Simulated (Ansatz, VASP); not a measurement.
## SrO: VASP beside Ansatz

```xyz
2
Lattice="0.0000 2.5838 2.5838 2.5838 0.0000 2.5838 2.5838 2.5838 0.0000" Properties=species:S:1:pos:R:3 pbc="T T T"
Sr    2.5838    2.5838    2.5838
O     0.0000    0.0000    0.0000
```

Alike in both runs: task single point; functional PBE; k mesh 2 × 2 × 2; occupations gaussian, width 0.1 eV; no spin polarisation.

|  | VASP | Ansatz |
| --- | --- | --- |
| version | VASP 6.6.1 | Ansatz 0.2.0 |
| potentials or method | VASP PAW PBE potentials, release 64 (Sr_sv, O), cutoff 600 eV | scalar-relativistic, plane waves, PAW |
| valence electrons in the cell | 16 | 16 |

Ansatz gave:

```
gap on the k mesh at the Fermi level (eV) : 3.12
least direct gap on the mesh (eV)         : 3.22
pressure (GPa)                            : 1.7
```

Q: Which values does VASP return?

A: gap on the k mesh at the Fermi level (eV): 3.06; least direct gap on the mesh (eV): 3.17; pressure (GPa): 2.3.

The k mesh is coarse, so the values compare programs but aren't converged.
